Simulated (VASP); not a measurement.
Write the native input for VASP 6.6.1 that does the following.

```
Task                   : single point
Functional             : PBEsol
Potentials or basis    : VASP PAW PBE potentials, release 64 (Sb, Ga_d)
Cutoff                 : 520 eV
k mesh                 : 10 × 10 × 10
Occupations            : fermi-dirac, width 0.05 eV
Spin                   : no spin polarisation
Dipole correction      : no
Further INCAR settings : ALGO = Normal; EDIFF = 1e-06; NBANDS = 16
```

The structure of GaSb lies in POSCAR:

```
GaSb
1.0
   -2.7162208707      2.7162208707      1.5692083240
    2.7162208707     -2.7162208707      1.5692083240
    2.7162208707      2.7162208707     -1.5692083240
Sb Ga
1 1
Direct
    0.0000000000      0.0000000000      0.0000000000
    0.7500000000      0.2500000000      0.5000000000
```

This cell differs from its parent crystal: volume scaled by 0.96.

These files were run (other wordings do the same):

INCAR

```
SYSTEM = GaSb
PREC = Accurate
ENCUT = 520
EDIFF = 1E-6
ISMEAR = -1
SIGMA = 0.05
LREAL = .FALSE.
LASPH = .TRUE.
NELM = 80
ALGO = Normal
ISIF = 2
LWAVE = .FALSE.
LCHARG = .TRUE.
GGA = PS
LELF = .TRUE.
LVHAR = .TRUE.
NBANDS = 16
```

KPOINTS

```
regular mesh
0
G
  10 10 10
  0 0 0
```

Potentials or basis: VASP PAW PBE potentials, release 64 (Sb, Ga_d).

Command:

```bash
$ cat potpaw_PBE.64/Sb/POTCAR potpaw_PBE.64/Ga_d/POTCAR > POTCAR
$ mpirun -np 1 vasp_std > vasp.out
```

It gave:

```json
{
  "Pressure": "-0.8 GPa",
  "Band gap on the k mesh": "zero (band 9 reaches 8.67 eV, above the bottom of band 10 at 4.00 eV)"
}
```

Caveat: the PAW data sets were made with another functional, which shifts forces and pressure a little; spin-orbit coupling is left out, which moves the levels of the heavy elements.

Wall time 25 s on 1 thread of Intel(R) Xeon(R) 6975P-C (Granite Rapids), on a shared host, peak memory 0.23 GiB.
